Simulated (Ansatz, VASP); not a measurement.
**Two plane-wave programs on As**

```
As
1.0
     3.69300    0.00000    0.00000
    -1.84650    3.19823    0.00000
     0.00000    0.00000   28.57424
As
2
Direct
  0.33333 0.66667 0.48952
  0.66667 0.33333 0.51048
```

Alike in both runs: task single point; functional PBE; dispersion D3(BJ); k mesh 9 × 9 × 1; occupations gaussian, width 0.02 eV; no spin polarisation.

|  | VASP | Ansatz |
| --- | --- | --- |
| version | VASP 6.6.1 | Ansatz 0.2.0 |
| potentials or method | VASP PAW PBE potentials, release 64 (As), cutoff 520 eV | scalar-relativistic, plane waves, PAW |
| valence electrons in the cell | 10 | 30 |

|  | VASP | Ansatz | Ansatz less VASP |
| --- | --- | --- | --- |
| gap on the k mesh at the Fermi level (eV) | none | none | - |
| rms of the force components (eV/Å) | 2.350 | 2.325 | -0.0250 |

Atom by atom the forces differ by 0.025 eV/Å (rms over components). A gap of «none» marks a metal or a gap that the smearing closes. VASP's potentials hold 10 valence electrons a cell and Ansatz's 30, so a difference there can come from the potentials and not from the codes.
